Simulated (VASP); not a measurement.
# TaN (P3) in VASP: single point with PBEsol

Aim: the single point of TaN with PBEsol.

Program: VASP 6.6.1. These are calculated values, not measurements. Logs are shortened: lines on timing, memory, paths and dates and some standing lists are left out, and cuts for length are marked.

## 1. The cell of the first run

The structure is trigonal, space group P3 (No. 143). Conventional cell: a = 5.121 Å, b = 5.121 Å, c = 2.782 Å, α = 90.00°, β = 90.00°, γ = 120.00°. Ta (site symmetry 3) has 6 N at 1.94 to 2.18 Å within 2.6 Å. Ta (site symmetry 3) has 6 N at 2.06 to 2.28 Å and 2 Ta at 2.78 Å within 2.8 Å. Within 2.6 Å of Ta (site symmetry 3) lie 3 N at 1.99 Å. N (site symmetry 1) has 5 Ta at 1.94 to 2.28 Å and 6 N at 2.62 to 2.87 Å within 2.9 Å.

## 2. Single point, PBEsol (strained and its atoms moved)

Input file INCAR:

```
ALGO = Normal ; EDIFF = 1E-6
ENCUT = 520 ; GGA = PS
ISIF = 2 ; ISMEAR = 0
LASPH = True ; LCHARG = False
LREAL = False ; LWAVE = False
NBANDS = 33 ; NELM = 60
PREC = Accurate ; SIGMA = 0.1
```

Input file KPOINTS:

```
k-points
0
Gamma
  9 9 12
```

Input file POSCAR:

```
TaN
1.0
    5.1213862944      0.0000000000      0.0000000000
   -2.5606931472      4.4352506336      0.0000000000
    0.0000000000      0.0000000000      2.7818680400
Ta N
3 3
Direct
    0.3333333333      0.6666666667      0.5358785896
    0.6666666667      0.3333333333      0.5330138110
    0.0000000000      0.0000000000      0.0102204252
    0.3792092896     -0.0179255445     -0.0263709419
    0.6028651659      0.6207907104     -0.0263709419
    0.0179255445      0.3971348341     -0.0263709419
```

Potentials or basis: VASP PAW PBE potentials, release 64 (Ta_pv, N).

Started as:

```bash
cat potpaw_PBE.64/Ta_pv/POTCAR potpaw_PBE.64/N/POTCAR > POTCAR
mpirun -np 1 vasp_std > vasp.out
```

OUTCAR:

```text
EDIFF = 1E-6
   ENCUT = 520
   GGA = PS
   ISIF = 2
   ISMEAR = 0
   LASPH = True
   LREAL = False
   NELM = 60
   PREC = Accurate

 ion  position               nearest neighbor table
   1  0.333  0.667  0.536-   4 1.94   6 1.94   5 1.94   4 2.18   6 2.18   5 2.18   2 2.96   2 2.96
                             2 2.96   3 3.24   3 3.24   3 3.24   3 3.30   3 3.30   3 3.30
   2  0.667  0.333  0.533-   6 2.06   4 2.06   5 2.06   6 2.28   4 2.28   5 2.28   1 2.96   1 2.96
                             1 2.96   3 3.24   3 3.24   3 3.24   3 3.30   3 3.30   3 3.30
   3  0.000  0.000  0.010-   4 1.99   5 1.99   6 1.99   1 3.24   1 3.24   1 3.24   2 3.24   2 3.24
                             2 3.24   2 3.30   2 3.30   2 3.30   1 3.30   1 3.30   1 3.30
   4  0.379  0.982  0.974-   1 1.94   3 1.99   2 2.06   1 2.18   2 2.28
   5  0.603  0.621  0.974-   1 1.94   3 1.99   2 2.06   1 2.18   2 2.28
   6  0.018  0.397  0.974-   1 1.94   3 1.99   2 2.06   1 2.18   2 2.28

  LATTYP: Found a hexagonal cell.
 ALAT       =     5.1213862944
 C/A-ratio  =     0.5431865280

  Lattice vectors:

 A1 = (   5.1213862944,   0.0000000000,   0.0000000000)
 A2 = (  -2.5606931472,   4.4352506336,   0.0000000000)
 A3 = (   0.0000000000,   0.0000000000,   2.7818680400)

Analysis of symmetry for initial positions (statically):
=====================================================================
 Subroutine PRICEL returns:
 Original cell was already a primitive cell.

 Routine SETGRP: Setting up the symmetry group for a
 hexagonal supercell.

 Subroutine GETGRP returns: Found  3 space group operations
 (whereof  3 operations were pure point group operations)
 out of a pool of 24 trial point group operations.

The static configuration has the point symmetry C_3 .

Analysis of symmetry for dynamics (positions and initial velocities):
=====================================================================
 Subroutine PRICEL returns:
 Original cell was already a primitive cell.

 Routine SETGRP: Setting up the symmetry group for a
 hexagonal supercell.

 Subroutine GETGRP returns: Found  3 space group operations
 (whereof  3 operations were pure point group operations)
 out of a pool of 24 trial point group operations.

The dynamic configuration has the point symmetry C_3 .

 Subroutine INISYM returns: Found  3 space group operations
 (whereof  3 operations are pure point group operations),
 and found     1 'primitive' translations

----------------------------------------------------------------------------------------

                                     Primitive cell

  volume of cell :      63.1891

  direct lattice vectors                    reciprocal lattice vectors
     5.121386294  0.000000000  0.000000000     0.195259631  0.112733201  0.000000000
    -2.560693147  4.435250634  0.000000000     0.000000000  0.225466401  0.000000000
     0.000000000  0.000000000  2.781868040     0.000000000  0.000000000  0.359470681

  length of vectors
     5.121386294  5.121386294  2.781868040     0.225466401  0.225466401  0.359470681

  position of ions in fractional coordinates (direct lattice)
     0.333333333  0.666666667  0.535878590
     0.666666667  0.333333333  0.533013811
     0.000000000  0.000000000  0.010220425
     0.379209290  0.982074455  0.973629058
     0.602865166  0.620790710  0.973629058
     0.017925545  0.397134834  0.973629058

  ion indices of the primitive-cell ions
   primitive index   ion index
                 1           1
                 2           2
                 3           3
                 4           4
                 5           5
                 6           6

----------------------------------------------------------------------------------------

 KPOINTS: k-points

Automatic generation of k-mesh.
 Grid dimensions read from file:
 generate k-points for:    9    9   12

 Generating k-lattice:

  Cartesian coordinates                     Fractional coordinates (reciprocal lattice)
     0.021695515  0.012525911  0.000000000     0.111111111 -0.000000000  0.000000000
     0.000000000  0.025051822  0.000000000     0.000000000  0.111111111  0.000000000
     0.000000000  0.000000000  0.029955890     0.000000000  0.000000000  0.083333333

  Length of vectors
     0.025051822  0.025051822  0.029955890

  Shift w.r.t. Gamma in fractional coordinates (k-lattice)
     0.000000000  0.000000000  0.000000000

 Subroutine IBZKPT returns following result:
 ===========================================

 Found    175 irreducible k-points:

 Following reciprocal coordinates:
            Coordinates               Weight
  0.000000  0.000000  0.000000      1.000000
  0.111111  0.000000  0.000000      6.000000
  0.222222  0.000000  0.000000      6.000000
  0.333333  0.000000  0.000000      6.000000
  0.444444  0.000000  0.000000      6.000000
  0.111111  0.111111  0.000000      6.000000
[... 16 lines left out ...]
  0.444444  0.000000  0.083333      6.000000
  0.000000  0.444444  0.083333      6.000000
 [... further k-points ...]
   k-points           NKPTS =    175   k-points in BZ     NKDIM =    175   number of bands    NBANDS=     33
   number of dos      NEDOS =    301   number of ions     NIONS =      6
   total plane-waves  NPLWV =  38400
   dimension x,y,z NGX =    40 NGY =   40 NGZ =   24
   dimension x,y,z NGXF=    80 NGYF=   80 NGZF=   48
   ions per type =               3   3
   NGX,Y,Z   is equivalent  to a cutoff of  12.98, 12.98, 14.34 a.u.
   NGXF,Y,Z  is equivalent  to a cutoff of  25.97, 25.97, 28.69 a.u.
 SYSTEM =  unknown system
   PREC   = accura    normal or accurate (medium, high low for compatibility)
   ISTART =      0    job   : 0-new  1-cont  2-samecut
   ICHARG =      2    charge: 1-file 2-atom 10-const
   ISPIN  =      1    spin polarized calculation?
   LNONCOLLINEAR =      F non collinear calculations
   LSORBIT =      F    spin-orbit coupling
   LASPH  =      T    aspherical Exc in radial PAW
   ENCUT  =  520.0 eV  38.22 Ry    6.18 a.u.   9.52  9.52  5.17*2*pi/ulx,y,z
   NELM   =     60;   NELMIN=  2; NELMDL= -5     # of ELM steps
   EDIFF  = 0.1E-05   stopping-criterion for ELM
   LREAL  =      F    real-space projection
[... 7 lines left out ...]
   TEBEG  =    0.0;   TEEND  =   0.0 temperature during run
   PSTRESS=    0.0 pullay stress
   NELECT =      48.0000    total number of electrons
   NUPDOWN=      -1.0000    fix difference up-down
   EMIN   =  10.00;   EMAX   =-10.00  energy-range for DOS
   EFERMI =   0.00;   METHOD = LEGACY
   ISMEAR =     0;   SIGMA  =   0.10  broadening in eV -4-tet -1-fermi 0-gaus
   EFERMI_NEDOS =   21; number of points for ismear=-14 and -15
   IALGO  =     38    algorithm
   IMIX   =      4    mixing-type and parameters
     AMIX     =   0.40;   BMIX     =  1.00
     AMIX_MAG =   1.60;   BMIX_MAG =  1.00
  volume/ion in A,a.u.               =      10.53        71.07
  Fermi-wavevector in a.u.,A,eV,Ry     =   1.493738  2.822756 30.358053  2.231254
  Thomas-Fermi vector in A             =   2.606100
   LORBIT       =      0    0 simple, 1 ext, 2 COOP (PROOUT), +10 PAW based schemes
   GGA     = PS    functional components
   LHFCALC =     F    Hartree Fock is set to
   AEXX    =    0.0000 exact exchange contribution
   IVDW    =     0    specifies the selected vdW correction
   LEPSILON=     F    determine dielectric tensor
   LRPA    =     F    only Hartree local field effects (RPA)
 non-spin polarized calculation
 Gauss-broadening in eV      SIGMA  =   0.10
  energy-cutoff  :      520.00
  volume of cell :       63.19
 maximum number of plane-waves:      1728
 NGX is ok and might be reduce to    40
   NGX = 19   NGY = 19   NGZ = 11

 number of electron      48.0000000 magnetization

 Free energy of the ion-electron system (eV)
  ---------------------------------------------------
  ext. energy  EPLUGINS =         0.00000000
  ---------------------------------------------------
  free energy    TOTEN  =       -69.88391921 eV

  energy without entropy =      -69.88162864  energy(sigma->0) =      -69.88277393

 E-fermi :   9.0303     XC(G=0): -13.5413

 val. band max:        9.0291473324   @ k =   0.0000   0.2222   0.3333
 cond. band min:       9.0546978201   @ k =   0.2222   0.0000   0.3333
 fundamental gap:      0.0255504877
 Fermi energy:         9.0303417933

 k-point     1 :       0.0000    0.0000    0.0000
  band No.  band energies     occupation
      1     -27.1844      2.00000
      2     -27.1844      2.00000
      3     -26.7611      2.00000
      4     -26.7611      2.00000
      5     -26.4000      2.00000
      6     -26.2517      2.00000
[... 25 lines left out ...]
     32      12.7507      0.00000
     33      12.7507      0.00000

 k-point     2 :       0.1111    0.0000    0.0000
  band No.  band energies     occupation
      1     -27.2004      2.00000
      2     -27.1839      2.00000
      3     -26.7404      2.00000
      4     -26.7388      2.00000
      5     -26.3979      2.00000
      6     -26.2732      2.00000
[... 25 lines left out ...]
     32      12.7119      0.00000
     33      12.8542      0.00000

 k-point     3 :       0.2222    0.0000    0.0000
  band No.  band energies     occupation
      1     -27.2360      2.00000
      2     -27.1690      2.00000
      3     -26.7091      2.00000
      4     -26.6874      2.00000
      5     -26.3941      2.00000
      6     -26.3220      2.00000
[... 25 lines left out ...]
     32      12.6795      0.00000
     33      13.0836      0.00000

 k-point     4 :       0.3333    0.0000    0.0000
  band No.  band energies     occupation
      1     -27.2707      2.00000
      2     -27.1238      2.00000
      3     -26.7333      2.00000
      4     -26.6325      2.00000
      5     -26.3893      2.00000
      6     -26.3444      2.00000
[... 25 lines left out ...]
     32      12.8813      0.00000
     33      13.5865      0.00000

 k-point     5 :       0.4444    0.0000    0.0000
  band No.  band energies     occupation
      1     -27.2910      2.00000
      2     -27.0618      2.00000
      3     -26.8050      2.00000
      4     -26.5966      2.00000
      5     -26.3772      2.00000
      6     -26.3429      2.00000
[... 604 lines left out ...]
 k-point    22 :       0.0000    0.3333    0.0833
  band No.  band energies     occupation
      1     -27.2526      2.00000
      2     -27.1088      2.00000
      3     -26.7237      2.00000
      4     -26.6204      2.00000
      5     -26.4810      2.00000
      6     -26.3782      2.00000
[... 25 lines left out ...]
     32      12.9299      0.00000
     33      13.7147      0.00000

 k-point    23 :       0.4444    0.0000    0.0833
  band No.  band energies     occupation
      1     -27.2721      2.00000
      2     -27.0488      2.00000
      3     -26.7948      2.00000
      4     -26.5863      2.00000
      5     -26.4702      2.00000
      6     -26.3861      2.00000
[... 25 lines left out ...]
     32      13.2151      0.00000
     33      13.5320      0.00000

 k-point    24 :       0.0000    0.4444    0.0833
  band No.  band energies     occupation
      1     -27.2722      2.00000
      2     -27.0489      2.00000
      3     -26.7947      2.00000
      4     -26.5859      2.00000
      5     -26.4688      2.00000
      6     -26.3883      2.00000
[... 25 lines left out ...]
     32      13.1025      0.00000
     33      13.5349      0.00000

 [... further k-points ...]

------------------------ aborting loop because EDIFF is reached ----------------------------------------

  FORCE on cell =-STRESS in cart. coord.  units (eV):
  Direction    XX          YY          ZZ          XY          YZ          ZX
  --------------------------------------------------------------------------------------
  -------------------------------------------------------------------------------------
  Total       11.6592765     11.6592765     17.7092824     -0.0000001      0.0000000      0.0000000
  in kB      295.6241817    295.6241817    449.0237563     -0.0000016      0.0000000      0.0000000
  external PRESSURE =     346.7573732 kB  Pullay stress =       0.0000000 kB

 VOLUME and BASIS-vectors are now :
 -----------------------------------------------------------------------------
  energy-cutoff  :      520.00
  volume of cell :       63.19
      direct lattice vectors                 reciprocal lattice vectors
     5.121386294  0.000000000  0.000000000     0.195259631  0.112733201  0.000000000
    -2.560693147  4.435250634  0.000000000     0.000000000  0.225466401  0.000000000
     0.000000000  0.000000000  2.781868040     0.000000000  0.000000000  0.359470681

 POSITION                                       TOTAL-FORCE (eV/Angst)
 -----------------------------------------------------------------------------------
     -0.00000      2.95683      1.49074         0.000000      0.000000     -6.157442
      2.56069      1.47842      1.48277         0.000000      0.000000     -3.592225
      0.00000      0.00000      0.02843         0.000000      0.000000     -0.841197
     -0.57271      4.35575      2.70851         0.108233      2.566520      3.530288
      1.49785      2.75336      2.70851         2.168555     -1.376993      3.530288
     -0.92514      1.76139      2.70851        -2.276788     -1.189528      3.530288
 -----------------------------------------------------------------------------------
    total drift:                                0.000001      0.000001      0.000199

  FREE ENERGIE OF THE ION-ELECTRON SYSTEM (eV)
  ---------------------------------------------------
  free  energy   TOTEN  =       -69.8839192148 eV

  energy  without entropy=      -69.8816286436  energy(sigma->0) =      -69.88277393
```

Run time: 4.1 min. Hardware: 1 thread of AMD EPYC 9R14 (Zen 4), shared host; peak memory 0.37 GiB.

What came out:

| Item | Value |
| --- | --- |
| Free energy | -69.8839 eV |
| Pressure | 34.7 GPa |
| Largest force | 6.157 eV/Å |
| Band gap on the k mesh | zero (bands 24 and 25 overlap by 3.03 eV) |

Forces on the atoms (eV/Å):
```
Ta   0.000  0.000 -6.157
Ta   0.000  0.000 -3.592
Ta   0.000  0.000 -0.841
N    0.108  2.567  3.530
N    2.169 -1.377  3.530
N   -2.277 -1.190  3.530
```

Levels at points of the mesh, in eV from the Fermi level:
```
           k point  band 20  band 21  band 22  band 23  band 24  band 25  band 26  band 27  band 28  band 29
(0.00, 0.00, 0.00)    -5.48    -4.79    -3.68    -1.52    -1.38    -1.38     1.21     1.21     1.23     2.09
(0.00, 0.00, 0.50)    -5.31    -4.58    -2.81    -2.81     1.65     1.65     2.30     2.30     2.78     3.49
```

Caveat: the cell differs from its parent crystal (strained and its atoms moved); the cell stands under pressure; the PAW data sets were made with another functional, which shifts forces and pressure a little; spin-orbit coupling is left out, which moves the levels of the heavy elements.
